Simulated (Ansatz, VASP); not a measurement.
# One calculation of Ge, two programs

```
Ge
1.0
     0.00000    0.00000   -2.68771
     2.81712    0.00000    0.00000
     0.00000   -5.11849    0.00000
Ge
2
Cartesian
  1.3455 -0.0848 -0.0454
  0.0631 -2.4745 0.0454
```

Alike in both runs: task single point; functional PBE; k mesh 12 × 12 × 8; occupations gaussian, width 0.15 eV; no spin polarisation.

```csv
,VASP,Ansatz
version,VASP 6.6.1,Ansatz 0.2.0
potentials or method,"VASP PAW PBE potentials, release 64 (Ge_d), cutoff 520 eV","scalar-relativistic, plane waves, PAW"
valence electrons in the cell,28,28
```

|  | VASP | Ansatz | Ansatz less VASP |
| --- | --- | --- | --- |
| gap on the k mesh at the Fermi level (eV) | none | none | - |
| pressure (GPa) | 0.8 | 1.0 | +0.24 |
| traceless stress, the component that is largest in VASP (GPa) | 1.48 | 1.47 | -0.013 |
| rms of the force components (eV/Å) | 0.231 | 0.229 | -0.0022 |

Atom by atom the forces differ by 0.002 eV/Å (rms over components). A gap of «none» marks a metal or a gap that the smearing closes.
